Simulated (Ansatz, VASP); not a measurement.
WS2 in VASP and in Ansatz

INCAR

```
  PREC = Accurate
  ENCUT = 520
  EDIFF = 1E-6
  ISMEAR = 0
  SIGMA = 0.02
  LREAL = F
  LASPH = T
  NELM = 80
  ALGO = Normal
  ISIF = 2
  LWAVE = F
  LCHARG = F
  LDIPOL = T
  IDIPOL = 3
  DIPOL = 0.5 0.5 0.500
  GGA = PE
  IVDW = 12
  NBANDS = 20
```

File KPOINTS:

```
regular mesh
0
Gamma
  12 12 1
```

File POSCAR:

```
WS2
1.0
    3.0960000000      0.0000000000      0.0000000000
   -1.5480000000      2.6812146501      0.0000000000
    0.0000000000      0.0000000000     32.2910878415
S W
2 1
Direct
    0.3333333333      0.6666666667      0.4473909859
    0.3333333333      0.6666666667      0.5526212592
    0.6666666667      0.3333333333      0.5000061200
```

Input for Ansatz:

```yaml
crystal:
  lattice:
    - [3.096, 0.0, 0.0]
    - [-1.548, 2.6812146501, 0.0]
    - [0.0, 0.0, 32.2910878415]
  atoms:
    - { symbol: S, position: [0.3333333333, 0.6666666667, 0.4473909859] }
    - { symbol: W, position: [0.6666666667, 0.3333333333, 0.50000612] }
    - { symbol: S, position: [0.3333333333, 0.6666666667, 0.5526212592] }
  periodic: [true, true, false]
basis:
  ecutwfc: 420
kpoints:
  mp_grid: { grid: [12, 12, 1] }
hamiltonian:
  xc: pbe
  pseudopotentials: { kind: paw, azcp: { folder: soft_1 } }
  dispersion: d3bj
scf:
  occupations: { method: gaussian, width: 0.02 }
output:
  forces: true
  stress: true
  eigenvalues: true
```

Alike in both runs: task single point; functional PBE; dispersion D3(BJ); k mesh 12 × 12 × 1; occupations gaussian, width 0.02 eV; no spin polarisation.

```csv
,VASP,Ansatz
version,VASP 6.6.1,Ansatz 0.2.0
potentials or method,"VASP PAW PBE potentials, release 64 (S, W_sv), cutoff 520 eV","scalar-relativistic, plane waves, PAW"
valence electrons in the cell,26,26
```

|  | VASP | Ansatz | Ansatz less VASP |
| --- | --- | --- | --- |
| gap on the k mesh at the Fermi level (eV) | 1.50 | 1.50 | 0.000 |
| least direct gap on the mesh (eV) | 2.32 | 2.32 | -0.002 |
| rms of the force components (eV/Å) | 0.831 | 0.832 | +0.0012 |

Spin-orbit coupling is off throughout.
